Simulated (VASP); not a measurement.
Ir:

```
CELL_PARAMETERS angstrom
2.71883 0.00000 0.00000
-1.35942 2.35458 0.00000
0.00000 0.00000 4.40807
ATOMIC_POSITIONS crystal
Ir 0.66667 0.33333 0.75000
Ir 0.33333 0.66667 0.25000
```

This isn't the form of Ir at room conditions, which is fcc.

Base run:

* Program: VASP 6.6.1
* Functional: PBEsol
* Potentials or basis: VASP PAW PBE potentials, release 64 (Ir_sv_GW)
* Cutoff: 560 eV
* k mesh: 21 × 21 × 12
* Occupations: gaussian, width 0.15 eV
* Spin: collinear spin
* Starting moments: [0.3, 0.3] μB
* Fixed moment: 0.6 μB

Its results: pressure -1.0 GPa; site moments Ir +0.30 μB.

Problem. The run is repeated on the same cell with these changes: fixed moment from 0.6 μB to 1.4 μB; moments at the start from [0.3, 0.3] to [0.7, 0.7]. What comes out?

Solution. Pressure 2.4 GPa; site moments Ir +0.71 μB.

Caveats: the PAW data sets were made with another functional, which shifts forces and pressure a little; the total moment is fixed, so each spin has its own Fermi level and the state may be an excited one.
